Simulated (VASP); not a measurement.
Runs of VASP 6.6.1 on Rh. The structure is that of space group Fm-3m (No. 225), or close to it. The cells are those of the table. 

| fixed moment (μB) | cell | pressure (GPa) | moment (μB) |
| --- | --- | --- | --- |
| 0.5 | a = 2.535 Å, angles 60.0°, 1 atom | (a) | 0.50 |
| 0.375 | a = 2.535 Å, angles 60.0°, 1 atom | 86.5 | 0.38 |
| 0.75 | a = 2.535 Å, angles 60.0°, 1 atom | 91.5 | 0.75 |
| 1.0 | a = 2.595 Å, angles 60.0°, 1 atom | 55.4 | 1.00 |
| 0.625 | a = 2.535 Å, angles 60.0°, 1 atom | (b) | 0.62 |

Alike in all rows: task single point; level PBE; potentials or basis VASP PAW PBE potentials, release 64 (Rh_pv); spin collinear, ferromagnetic start; k mesh 22 × 22 × 22; cutoff (eV) 520; smearing gaussian 0.15 eV.

Estimate the missing entries.

(a) 87.8; (b) 89.5.

Caveats: the cell stands under pressure; the total moment is fixed, so each spin has its own Fermi level.
